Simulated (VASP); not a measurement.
# BPd4 (Pmm2) in VASP: settings compared

Aim: see how the results for BPd4 move with the level of theory and the settings. Levels: PBE, r2SCAN. Tasks: single point.

Program: VASP 6.6.1. These are calculated values, not measurements. Logs are shortened: lines on timing, memory, paths and dates and some standing lists are left out, and cuts for length are marked.

## 1. The cell of the first run

Symmetry: Pmm2, No. 25, orthorhombic system. Conventional cell: a = 2.892 Å, b = 4.365 Å, c = 5.856 Å, α = 90.00°, β = 90.00°, γ = 90.00°. B (site symmetry mm2) has 5 Pd at 1.96 to 2.18 Å within 2.6 Å. Within 3.1 Å of Pd (site symmetry mm2) lie 2 B at 2.18 Å and 10 Pd at 2.89 to 3.07 Å. Pd (site symmetry mm2) has 12 Pd at 2.73 to 3.47 Å within 3.6 Å. Pd (site symmetry mm2) has 2 B at 2.03 Å and 10 Pd at 2.77 to 2.99 Å within 3.0 Å. Pd (site symmetry mm2) has 1 B at 1.96 Å within 2.6 Å.

## 2. Single point, PBE

The input, INCAR:

```
PREC = Accurate
ENCUT = 520
EDIFF = 1E-6
ISMEAR = 0
SIGMA = 0.0051
LREAL = F
LASPH = T
NELM = 80
ALGO = Fast
ISIF = 2
LWAVE = F
LCHARG = F
GGA = PE
NBANDS = 30
```

The input, KPOINTS:

```
Automatic mesh
0
Gamma
  6 4 4
```

The input, POSCAR:

```
BPd4
1.0
    2.8920299704      0.0000000000      0.0000000000
    0.0000000000      4.3650077954      0.0000000000
    0.0000000000      0.0000000000      5.8563150000
B Pd
1 4
Direct
    0.5000000000      0.0000000000      0.8632270000
    0.5000000000      0.5000000000      0.8675610000
    0.0000000000      0.5000000000      0.3291640000
    0.0000000000      0.0000000000      0.6194700000
    0.5000000000      0.0000000000      0.1975780000
```

Potentials or basis: VASP PAW PBE potentials, release 64 (B, Pd).

Command:

```sh
$ cat potpaw_PBE.64/B/POTCAR potpaw_PBE.64/Pd/POTCAR > POTCAR
$ mpirun -np 1 vasp_std > vasp.out
```

OUTCAR:

```text
PREC = Accurate
   ENCUT = 520
   EDIFF = 1E-6
   ISMEAR = 0
   LREAL = F
   LASPH = T
   NELM = 80
   ISIF = 2
   GGA = PE

 ion  position               nearest neighbor table
   1  0.500  0.000  0.863-   5 1.96   4 2.03   4 2.03   2 2.18   2 2.18
   2  0.500  0.500  0.868-   1 2.18   1 2.18   5 2.92   5 2.92   4 2.99   4 2.99   4 2.99   4 2.99
                             3 3.07   3 3.07
   3  0.000  0.500  0.329-   5 2.73   5 2.73   5 2.73   5 2.73   4 2.77   4 2.77   2 3.07   2 3.07

   4  0.000  0.000  0.619-   1 2.03   1 2.03   3 2.77   3 2.77   5 2.86   5 2.86   2 2.99   2 2.99
                             2 2.99   2 2.99
   5  0.500  0.000  0.198-   1 1.96   3 2.73   3 2.73   3 2.73   3 2.73   4 2.86   4 2.86   2 2.92
                             2 2.92

  LATTYP: Found a simple orthorhombic cell.
 ALAT       =     2.8920299704
 B/A-ratio  =     1.5093231537
 C/A-ratio  =     2.0249842014

  Lattice vectors:

 A1 = (   2.8920299704,   0.0000000000,   0.0000000000)
 A2 = (   0.0000000000,   4.3650077954,   0.0000000000)
 A3 = (   0.0000000000,   0.0000000000,   5.8563150000)

Analysis of symmetry for initial positions (statically):
=====================================================================
 Subroutine PRICEL returns:
 Original cell was already a primitive cell.

 Routine SETGRP: Setting up the symmetry group for a
 simple orthorhombic supercell.

 Subroutine GETGRP returns: Found  4 space group operations
 (whereof  4 operations were pure point group operations)
 out of a pool of  8 trial point group operations.

The static configuration has the point symmetry C_2v.

Analysis of symmetry for dynamics (positions and initial velocities):
=====================================================================
 Subroutine PRICEL returns:
 Original cell was already a primitive cell.

 Routine SETGRP: Setting up the symmetry group for a
 simple orthorhombic supercell.

 Subroutine GETGRP returns: Found  4 space group operations
 (whereof  4 operations were pure point group operations)
 out of a pool of  8 trial point group operations.

The dynamic configuration has the point symmetry C_2v.

 Subroutine INISYM returns: Found  4 space group operations
 (whereof  4 operations are pure point group operations),
 and found     1 'primitive' translations

[... 101 lines left out ...]
   LREAL  =      F    real-space projection
   EDIFFG = 0.1E-04   stopping-criterion for IOM
   NSW    =      0    number of steps for IOM
   IBRION =     -1    ionic relax: 0-MD 1-quasi-New 2-CG
   NFREE  =      0    steps in history (QN), initial steepest desc. (CG)
   ISIF   =      2    stress and relaxation
   ISYM   =      2    0-nonsym 1-usesym 2-fastsym
   POTIM  = 0.5000    time-step for ionic-motion
   TEBEG  =    0.0;   TEEND  =   0.0 temperature during run
   PSTRESS=    0.0 pullay stress
   NELECT =      43.0000    total number of electrons
   NUPDOWN=      -1.0000    fix difference up-down
   EMIN   =  10.00;   EMAX   =-10.00  energy-range for DOS
   EFERMI =   0.00;   METHOD = LEGACY
   ISMEAR =     0;   SIGMA  =   0.01  broadening in eV -4-tet -1-fermi 0-gaus
   EFERMI_NEDOS =   21; number of points for ismear=-14 and -15
   IALGO  =     68    algorithm
   IMIX   =      4    mixing-type and parameters
     AMIX     =   0.40;   BMIX     =  1.00
     AMIX_MAG =   1.60;   BMIX_MAG =  1.00
  volume/ion in A,a.u.               =      14.79        99.78
  Fermi-wavevector in a.u.,A,eV,Ry     =   1.366554  2.582413 25.408482  1.867471
  Thomas-Fermi vector in A             =   2.492685
   LORBIT       =      0    0 simple, 1 ext, 2 COOP (PROOUT), +10 PAW based schemes
   GGA     = PE    functional components
   LHFCALC =     F    Hartree Fock is set to
   AEXX    =    0.0000 exact exchange contribution
   IVDW    =     0    specifies the selected vdW correction
   LEPSILON=     F    determine dielectric tensor
   LRPA    =     F    only Hartree local field effects (RPA)
 non-spin polarized calculation
 RMM-DIIS sequential band-by-band and
 Gauss-broadening in eV      SIGMA  =   0.01
  energy-cutoff  :      520.00
  volume of cell :       73.93
 maximum number of plane-waves:      2014
 NGX is ok and might be reduce to    24
   NGX = 11   NGY = 17   NGZ = 21

 number of electron      42.9999999 magnetization

 Free energy of the ion-electron system (eV)
  ---------------------------------------------------
  ext. energy  EPLUGINS =         0.00000000
  ---------------------------------------------------
  free energy    TOTEN  =       -27.53540906 eV

  energy without entropy =      -27.53531356  energy(sigma->0) =      -27.53536131

 E-fermi :   8.0053     XC(G=0): -12.3083

 val. band max:        8.0028220528   @ k =   0.0000   0.2500   0.2500
 cond. band min:       8.0302743852   @ k =   0.5000   0.0000   0.5000
 fundamental gap:      0.0274523323
 Fermi energy:         8.0052544278

 k-point     1 :       0.0000    0.0000    0.0000
  band No.  band energies     occupation
      1      -1.4469      2.00000
      2       2.5789      2.00000
      3       2.7786      2.00000
      4       3.4760      2.00000
      5       3.5042      2.00000
      6       4.0652      2.00000
[... 781 lines left out ...]
     29      16.3633      0.00000
     30      17.5701      0.00000

 [... further k-points ...]

------------------------ aborting loop because EDIFF is reached ----------------------------------------

  FORCE on cell =-STRESS in cart. coord.  units (eV):
  Direction    XX          YY          ZZ          XY          YZ          ZX
  --------------------------------------------------------------------------------------
  -------------------------------------------------------------------------------------
  Total       -1.0570278     -0.2698625     -0.4452907      0.0000000      0.0000000      0.0000000
  in kB      -22.9078727     -5.8484507     -9.6503256      0.0000000      0.0000000      0.0000000
  external PRESSURE =     -12.8022163 kB  Pullay stress =       0.0000000 kB

 VOLUME and BASIS-vectors are now :
 -----------------------------------------------------------------------------
  energy-cutoff  :      520.00
  volume of cell :       73.93
      direct lattice vectors                 reciprocal lattice vectors
     2.892029970  0.000000000  0.000000000     0.345777883  0.000000000  0.000000000
     0.000000000  4.365007795  0.000000000     0.000000000  0.229094665  0.000000000
     0.000000000  0.000000000  5.856315000     0.000000000  0.000000000  0.170755842

 POSITION                                       TOTAL-FORCE (eV/Angst)
 -----------------------------------------------------------------------------------
      1.44601      0.00000      5.05533         0.000000      0.000000      0.132968
      1.44601      2.18250      5.08071         0.000000      0.000000      0.126319
      0.00000      2.18250      1.92769         0.000000      0.000000     -0.024658
      0.00000      0.00000      3.62781         0.000000      0.000000     -0.006467
      1.44601      0.00000      1.15708         0.000000      0.000000     -0.228162
 -----------------------------------------------------------------------------------
    total drift:                                0.000000     -0.000000     -0.000062

  FREE ENERGIE OF THE ION-ELECTRON SYSTEM (eV)
  ---------------------------------------------------
  free  energy   TOTEN  =       -27.5354090627 eV

  energy  without entropy=      -27.5353135644  energy(sigma->0) =      -27.53536131
```

OSZICAR:

```text
N       E                     dE             d eps       ncg     rms          rms(c)
DAV:   1     0.265701375067E+03    0.26570E+03   -0.21381E+04  2160   0.137E+03
DAV:   2    -0.215517441707E+02   -0.28725E+03   -0.27216E+03  2322   0.314E+02
DAV:   3    -0.296645277686E+02   -0.81128E+01   -0.79896E+01  2454   0.562E+01
DAV:   4    -0.297328123505E+02   -0.68285E-01   -0.68260E-01  2430   0.503E+00
DAV:   5    -0.297339928594E+02   -0.11805E-02   -0.11805E-02  2514   0.720E-01    0.173E+01
RMM:   6    -0.279377953489E+02    0.17962E+01   -0.78211E+00  2184   0.160E+01    0.721E+00
RMM:   7    -0.276692053636E+02    0.26859E+00   -0.89629E-01  2163   0.573E+00    0.511E+00
RMM:   8    -0.276145557153E+02    0.54650E-01   -0.28314E-01  2217   0.312E+00    0.355E+00
RMM:   9    -0.275482484685E+02    0.66307E-01   -0.79487E-02  2191   0.162E+00    0.126E+00
RMM:  10    -0.275369067331E+02    0.11342E-01   -0.22377E-02  2238   0.880E-01    0.358E-01
RMM:  11    -0.275355609329E+02    0.13458E-02   -0.23524E-03  2328   0.277E-01    0.162E-01
RMM:  12    -0.275354394439E+02    0.12149E-03   -0.59958E-04  2333   0.131E-01    0.102E-01
RMM:  13    -0.275354051165E+02    0.34327E-04   -0.20081E-04  2319   0.821E-02    0.344E-02
RMM:  14    -0.275354086408E+02   -0.35244E-05   -0.46105E-05  2375   0.379E-02    0.851E-03
RMM:  15    -0.275354090891E+02   -0.44827E-06   -0.12532E-05  2330   0.182E-02    0.550E-03
RMM:  16    -0.275354090627E+02    0.26370E-07   -0.35057E-06  1689   0.907E-03
   1 F= -.27535409E+02 E0= -.27535361E+02  d E =-.954983E-04
```

stdout:

```text
POSCAR found type information on POSCAR B Pd
 POSCAR found :  2 types and       5 ions
 scaLAPACK will be used
 LDA part: xc-table for (Slater+PW92), standard interpolation
 POSCAR, INCAR and KPOINTS ok, starting setup
 FFT: planning ... GRIDC
 FFT: planning ... GRID_SOFT
 FFT: planning ... GRID
 WAVECAR not read
 entering main loop
```

Wall time 2.2 min (1 thread of AMD EPYC 7R13, shared host); peak memory 0.19 GiB.

Results:

| Property | Result |
| --- | --- |
| Free energy | -27.5354 eV |
| Pressure | -1.3 GPa |
| Largest force | 0.228 eV/Å |
| Band gap on the k mesh | zero (an odd number of electrons rules out a gap without spin polarisation) |

Forces in eV/Å, atoms in the order of the input:
```
B    0.000  0.000  0.133
Pd   0.000  0.000  0.126
Pd   0.000  0.000 -0.025
Pd   0.000  0.000 -0.006
Pd   0.000  0.000 -0.228
```

Stress tensor (GPa, compression positive):
```
-2.29  0.00  0.00
 0.00 -0.58  0.00
 0.00  0.00 -0.97
```

Levels at points of the mesh, in eV from the Fermi level:
```csv
k point,band 18,band 19,band 20,band 21,band 22,band 23,band 24,band 25
"(0.00, 0.00, 0.00)",-1.35,-1.18,-0.79,-0.50,-0.25,0.09,0.45,5.25
"(0.50, 0.00, 0.00)",-0.62,-0.58,-0.28,0.44,0.47,1.79,2.53,3.47
"(0.00, 0.50, 0.00)",-1.45,-0.94,-0.85,-0.83,-0.72,-0.41,1.45,2.27
"(0.50, 0.50, 0.00)",-0.73,-0.35,-0.02,0.79,1.48,2.33,2.42,3.11
"(0.00, 0.00, 0.50)",-1.26,-1.22,-1.08,-0.79,0.07,1.63,1.95,4.55
"(0.50, 0.00, 0.50)",-0.59,-0.53,-0.26,0.03,0.56,1.57,2.40,2.87
"(0.00, 0.50, 0.50)",-1.13,-0.93,-0.86,-0.78,-0.42,-0.39,-0.09,3.31
"(0.50, 0.50, 0.50)",-0.65,-0.59,-0.17,-0.13,1.06,2.25,2.46,2.71
```

Caveat: the k points lie up to 0.36 Å⁻¹ apart, too coarse for converged energies and pressures of a metal.

## 3. Single point, PBE

The input, INCAR:

```
  PREC = Accurate
  ENCUT = 520
  EDIFF = 1E-7
  ISMEAR = 1
  SIGMA = 0.065
  LREAL = False
  LASPH = True
  NELM = 100
  ALGO = Fast
  ISIF = 2
  LWAVE = False
  LCHARG = True
  GGA = PE
  LELF = True
  LVHAR = True
  NBANDS = 30
```

The input, KPOINTS:

```
regular mesh
0
Gamma
  6 4 4
```

POSCAR is that of step 2.

Potentials or basis: VASP PAW PBE potentials, release 64 (B, Pd).

Command:

```sh
$ cat potpaw_PBE.64/B/POTCAR potpaw_PBE.64/Pd/POTCAR > POTCAR
$ mpirun -np 1 vasp_std > vasp.out
```

Wall time 2.6 min (1 thread of AMD EPYC 7R13, shared host); peak memory 0.19 GiB.

It converged, with:

| Item | Value |
| --- | --- |
| Free energy | -27.5355 eV |
| Pressure | -1.3 GPa |
| Largest force | 0.222 eV/Å |
| Band gap on the k mesh | zero (an odd number of electrons rules out a gap without spin polarisation) |

Forces in eV/Å, atoms in the order of the input:
```
B    0.000  0.000  0.125
Pd   0.000  0.000  0.128
Pd   0.000  0.000 -0.027
Pd   0.000  0.000 -0.004
Pd   0.000  0.000 -0.222
```

Stress tensor (GPa, compression positive):
```
-2.19  0.00  0.00
 0.00 -0.63  0.00
 0.00  0.00 -1.01
```

Levels at points of the mesh, in eV from the Fermi level:
| k point | band 17 | band 18 | band 19 | band 20 | band 21 | band 22 | band 23 | band 24 | band 25 | band 26 |
| --- | --- | --- | --- | --- | --- | --- | --- | --- | --- | --- |
| (0.00, 0.00, 0.00) | -1.42 | -1.36 | -1.19 | -0.80 | -0.51 | -0.26 | 0.08 | 0.44 | 5.24 | 5.46 |
| (0.50, 0.00, 0.00) | -0.64 | -0.62 | -0.59 | -0.29 | 0.44 | 0.46 | 1.78 | 2.52 | 3.46 | 4.73 |
| (0.00, 0.50, 0.00) | -1.73 | -1.46 | -0.96 | -0.86 | -0.84 | -0.73 | -0.42 | 1.44 | 2.26 | 3.99 |
| (0.50, 0.50, 0.00) | -0.95 | -0.75 | -0.36 | -0.03 | 0.78 | 1.47 | 2.32 | 2.41 | 3.10 | 3.65 |
| (0.00, 0.00, 0.50) | -1.66 | -1.27 | -1.23 | -1.09 | -0.80 | 0.06 | 1.62 | 1.94 | 4.54 | 5.05 |
| (0.50, 0.00, 0.50) | -0.70 | -0.60 | -0.54 | -0.27 | 0.02 | 0.55 | 1.56 | 2.39 | 2.86 | 5.61 |
| (0.00, 0.50, 0.50) | -1.24 | -1.14 | -0.94 | -0.87 | -0.79 | -0.43 | -0.40 | -0.10 | 3.30 | 6.56 |
| (0.50, 0.50, 0.50) | -1.14 | -0.66 | -0.60 | -0.18 | -0.14 | 1.05 | 2.23 | 2.45 | 2.70 | 3.48 |

Caveat: the k points lie up to 0.36 Å⁻¹ apart, too coarse for converged energies and pressures of a metal.

## 4. Single point, r2SCAN

This run uses another cell than the first one, of 14.09 Å³/atom.

POSCAR, as its differences from that of step 3:

```diff
@@ -2,5 +2,5 @@
 1.0
-    2.8920299704      0.0000000000      0.0000000000
-    0.0000000000      4.3650077954      0.0000000000
-    0.0000000000      0.0000000000      5.8563150000
+    2.8459925321      0.0000000000      0.0000000000
+    0.0000000000      4.2955224239      0.0000000000
+    0.0000000000      0.0000000000      5.7630899148
 B Pd
```

The input, INCAR.step1:

```
PREC = Accurate
ENCUT = 520
ISMEAR = 0
SIGMA = 0.1
LREAL = False
LASPH = True
NELM = 80
NBANDS = 30
GGA = PE
ALGO = Normal
EDIFF = 1E-4
LWAVE = True
LCHARG = False
```

The input, INCAR.step2:

```
PREC = Accurate
ENCUT = 520
EDIFF = 1E-6
ISMEAR = 0
SIGMA = 0.1
LREAL = False
LASPH = True
NELM = 80
ALGO = Normal
ISIF = 2
LWAVE = False
LCHARG = True
METAGGA = R2SCAN
LMIXTAU = True
LELF = True
LVHAR = True
NBANDS = 30
ISTART = 1
```

The input, KPOINTS:

```
Automatic mesh
0
Gamma
  6 4 4
```

Potentials or basis: VASP PAW PBE potentials, release 64 (B, Pd).

Command:

```sh
$ cat potpaw_PBE.64/B/POTCAR potpaw_PBE.64/Pd/POTCAR > POTCAR
$ cp INCAR.step1 INCAR
$ mpirun -np 1 vasp_std > vasp.out
$ cp INCAR.step2 INCAR
$ mpirun -np 1 vasp_std > vasp.out
```

OUTCAR:

```text
PREC = Accurate
   ENCUT = 520
   EDIFF = 1E-6
   ISMEAR = 0
   LREAL = False
   LASPH = True
   NELM = 80
   ISIF = 2
   METAGGA = R2SCAN
   ISTART = 1

 ion  position               nearest neighbor table
   1  0.500  0.000  0.863-   5 1.93   4 2.00   4 2.00   2 2.15   2 2.15
   2  0.500  0.500  0.868-   1 2.15   1 2.15   5 2.87   5 2.87   4 2.95   4 2.95   4 2.95   4 2.95
                             3 3.02   3 3.02   3 3.41   3 3.41
   3  0.000  0.500  0.329-   5 2.69   5 2.69   5 2.69   5 2.69   4 2.72   4 2.72   2 3.02   2 3.02
[... 1004 lines left out ...]
  -------------------------------------------------------------------------------------
  Total        1.1485167      2.2250531      2.0242679      0.0000000      0.0000000      0.0000000
  in kB       26.1181697     50.5994529     46.0334392      0.0000000      0.0000000      0.0000000
  external PRESSURE =      40.9170206 kB  Pullay stress =       0.0000000 kB

 VOLUME and BASIS-vectors are now :
 -----------------------------------------------------------------------------
  energy-cutoff  :      520.00
  volume of cell :       70.45
      direct lattice vectors                 reciprocal lattice vectors
     2.845992532  0.000000000  0.000000000     0.351371266  0.000000000  0.000000000
     0.000000000  4.295522424  0.000000000     0.000000000  0.232800554  0.000000000
     0.000000000  0.000000000  5.763089915     0.000000000  0.000000000  0.173518028

 POSITION                                       TOTAL-FORCE (eV/Angst)
 -----------------------------------------------------------------------------------
      1.42300      0.00000      4.97485         0.000000      0.000000      0.153587
      1.42300      2.14776      4.99983         0.000000      0.000000      0.132806
      0.00000      2.14776      1.89700         0.000000      0.000000      0.042933
      0.00000      0.00000      3.57006         0.000000      0.000000     -0.288680
      1.42300      0.00000      1.13866         0.000000      0.000000     -0.040646
 -----------------------------------------------------------------------------------
    total drift:                                0.000000     -0.000000      0.000070

  FREE ENERGIE OF THE ION-ELECTRON SYSTEM (eV)
  ---------------------------------------------------
  free  energy   TOTEN  =       -99.1060679774 eV

  energy  without entropy=      -99.0970305231  energy(sigma->0) =      -99.10154925
```

OUTCAR.step1:

```text
PREC = Accurate
   ENCUT = 520
   ISMEAR = 0
   LREAL = False
   LASPH = True
[... 1030 lines left out ...]
      1.42300      2.14776      4.99983         0.000000      0.000000      0.096142
      0.00000      2.14776      1.89700         0.000000      0.000000      0.064794
      0.00000      0.00000      3.57006         0.000000      0.000000     -0.343037
      1.42300      0.00000      1.13866         0.000000      0.000000      0.011708
 -----------------------------------------------------------------------------------
    total drift:                                0.000000     -0.000000      0.001025

  FREE ENERGIE OF THE ION-ELECTRON SYSTEM (eV)
  ---------------------------------------------------
  free  energy   TOTEN  =       -27.4808967909 eV

  energy  without entropy=      -27.4703023183  energy(sigma->0) =      -27.47559955
```

It took 8.3 min on 1 thread of AMD EPYC 7R13, shared host; peak memory 0.2 GiB.

Results:

| Item | Value |
| --- | --- |
| Free energy | -99.1061 eV |
| Pressure | 4.1 GPa |
| Largest force | 0.289 eV/Å |
| Band gap on the k mesh | zero (an odd number of electrons rules out a gap without spin polarisation) |

Forces on the atoms (eV/Å):
```
B    0.000  0.000  0.154
Pd   0.000  0.000  0.133
Pd   0.000  0.000  0.043
Pd   0.000  0.000 -0.289
Pd   0.000  0.000 -0.041
```

Caveat: the k points lie up to 0.37 Å⁻¹ apart, too coarse for converged energies and pressures of a metal; the PAW data sets were made with another functional, which shifts forces and pressure a little.

## 5. The runs side by side

```csv
level,cell,smearing,gap on the mesh (eV),pressure (GPa),largest force (eV/Å)
PBE,"a = 2.892, b = 4.365, c = 5.856 Å, 5 atoms",gaussian 0.0051 eV,none,-1.3,0.23
PBE,"a = 2.892, b = 4.365, c = 5.856 Å, 5 atoms",methfessel-paxton 0.065 eV,none,-1.3,0.22
r2SCAN,"a = 2.846, b = 4.296, c = 5.763 Å, 5 atoms",gaussian 0.1 eV,none,4.1,0.29
```

Alike in all rows: task single point; potentials or basis VASP PAW PBE potentials, release 64 (B, Pd); no spin polarisation; k mesh 6 × 4 × 4; cutoff (eV) 520.

Caveats: all runs use coarse meshes; the PAW data sets were made with another functional, which shifts forces and pressure a little (at least some runs).

Total energies depend on the potentials used, so only differences within one code and one set of settings carry meaning.
